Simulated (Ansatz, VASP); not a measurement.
## HfO2: VASP beside Ansatz

```
Hf O
1.0
     0.00000    2.15032    2.15032
     2.15032    0.00000    2.15032
     2.15032    2.15032    0.00000
Hf O
1 2
Direct
  0.00000 0.00000 0.00000
  0.25000 0.25000 0.25000
  0.75000 0.75000 0.75000
```

Change from the starting cell: volume scaled by 0.62, PAW files, partial_waves polarizable.

Alike in both runs: task single point; functional PBEsol; k mesh 11 × 11 × 11; occupations fermi-dirac, width 0.1 eV; no spin polarisation.

|  | VASP | Ansatz |
| --- | --- | --- |
| version | VASP 6.6.1 | Ansatz 0.2.0 |
| potentials or method | VASP PAW PBE potentials, release 64 (Hf_pv, O) | PAW with Ansatz's default frozen-core files, scalar-relativistic |
| plane-wave cutoff (eV) | 520 | 420 |
| valence electrons in the cell | 22 | 38 |

```tsv
	VASP	Ansatz	Ansatz less VASP
gap on the k mesh at the Fermi level (eV)	4.48	4.13	-0.358
pressure (GPa)	336.1	341.8	+5.69
```

VASP's potentials were made for PBE, not for PBEsol. Both programs put the cell under a high pressure, so it lies far from rest at this level. VASP's potentials hold 22 valence electrons a cell and Ansatz's 38, so a difference there can come from the potentials and not from the codes.

Neither program's run includes spin-orbit coupling. Noted on VASP's run: the cell as given lies far from equilibrium.
